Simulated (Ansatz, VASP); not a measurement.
**AgI in VASP and in Ansatz**

POSCAR

```
AgI
1.0
    3.2365000000      3.2365000000      0.0000000000
   -3.2365000000      3.2365000000      0.0000000000
    0.0000000000      3.2365000000      3.2365000000
Ag I
1 1
Direct
    0.0000000000      0.0000000000      0.0000000000
    0.7500000000      0.2500000000      0.5000000000
```

Contents of INCAR.step1:

```
SYSTEM = AgI
PREC = Accurate
ENCUT = 550
ISMEAR = -1
SIGMA = 0.1
LREAL = .False.
LASPH = .True.
NELM = 120
GGA = PE
ALGO = Normal
EDIFF = 1E-5
LWAVE = .True.
LCHARG = .False.
GGA_COMPAT = .False.
IBRION = 2
ISIF = 3
EDIFFG = -0.005
NELMIN = 4
NSW = 100
```

Contents of INCAR.step2:

```
SYSTEM = AgI
PREC = Accurate
ENCUT = 550
EDIFF = 1E-7
ISMEAR = -1
SIGMA = 0.1
LREAL = .False.
LASPH = .True.
NELM = 120
ALGO = Normal
ISIF = 3
LWAVE = .False.
LCHARG = .False.
METAGGA = R2SCAN
LMIXTAU = .True.
IBRION = 2
NSW = 100
EDIFFG = -0.002
ISTART = 1
GGA_COMPAT = .False.
NELMIN = 4
```

Contents of KPOINTS:

```
regular mesh
0
Gamma
  10 10 10
  0 0 0
```

Input for Ansatz:

```yaml
crystal:
  lattice:
    - [3.2365, 3.2365, 0.0]
    - [-3.2365, 3.2365, 0.0]
    - [0.0, 3.2365, 3.2365]
  atoms:
    - { symbol: Ag, position: [0.0, 0.0, 0.0] }
    - { symbol: I, position: [0.75, 0.25, 0.5] }
kpoints:
  mp_grid: { grid: [10, 10, 10] }
scf:
  occupations: { method: fermi_dirac, width: 0.1 }
hamiltonian:
  xc: r2scan
  pseudopotentials: { kind: paw }
relax:
  f_tol: 0.002
  max_steps: 80
  cell: {}
output:
  forces: true
  stress: true
```

Alike in both runs: task relaxation of cell and atoms; functional r2SCAN; k mesh 10 × 10 × 10; occupations fermi-dirac, width 0.1 eV; no spin polarisation.

```csv
,VASP,Ansatz
version,VASP 6.6.1,Ansatz 0.2.0
potentials or method,"VASP PAW PBE potentials, release 64 (Ag, I)","PAW with Ansatz's default frozen-core files, scalar-relativistic"
plane-wave cutoff (eV),550,500
valence electrons in the cell,18,36
```

|  | VASP | Ansatz | Ansatz less VASP |
| --- | --- | --- | --- |
| relaxed volume (Å³/atom) | 35.43 | 35.57 | +0.141 |
| relaxed cell length with the largest relative difference (Å) | 4.645 | 4.651 | +0.0062 |

VASP's potentials were made for PBE, not for r2SCAN. VASP's potentials hold 18 valence electrons a cell and Ansatz's 36, so a difference there can come from the potentials and not from the codes.

Spin-orbit coupling is off throughout.
